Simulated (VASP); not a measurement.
A run of VASP 6.6.1 is set up as follows.

The input INCAR:

```
PREC     = Accurate       # precision mode
ENCUT    = 520            # plane-wave cutoff, eV
EDIFF    = 1E-7           # SCF threshold, eV
ISMEAR   = 0              # smearing method
SIGMA    = 0.05           # smearing width, eV
LREAL    = F              # projectors in reciprocal space
LASPH    = T              # aspherical terms in the spheres
NELM     = 100            # most SCF steps
ALGO     = Normal         # electronic algorithm
ISIF     = 2              # what is computed and relaxed
LWAVE    = F              # write WAVECAR
LCHARG   = F              # write CHGCAR
GGA      = PE             # functional
NBANDS   = 14             # bands
```

KPOINTS

```
Automatic mesh
0
Gamma
  8 8 8
```

File POSCAR:

```
NaCl
1.0
    0.0000000000      2.8034325000      2.8317500000
    2.8317500000      0.0000000000      2.8317500000
    2.8317500000      2.8034325000      0.0000000000
Na Cl
1 1
Direct
    0.0000000000      0.0000000000      0.0000000000
    0.5000000000      0.5000000000      0.5000000000
```

Potentials or basis: VASP PAW PBE potentials, release 64 (Na_pv, Cl).

Command:

```sh
$ cat potpaw_PBE.64/Na_pv/POTCAR potpaw_PBE.64/Cl/POTCAR > POTCAR
$ mpirun -np 1 vasp_std > vasp.out
```

Task: What does it give for the pressure?

Result: 0.7 GPa.

Task: Estimate the band gap on the k mesh.

Result: 5.10 eV, direct.

Stress tensor (GPa, compression positive):
```
0.52 0.00 0.00
0.00 0.94 0.00
0.00 0.00 0.52
```

Caveat: the cell differs from its parent crystal (strain -0.0100 x Voigt [0, 1, 0, 0, 0, 0]). A k mesh can miss the band edges.
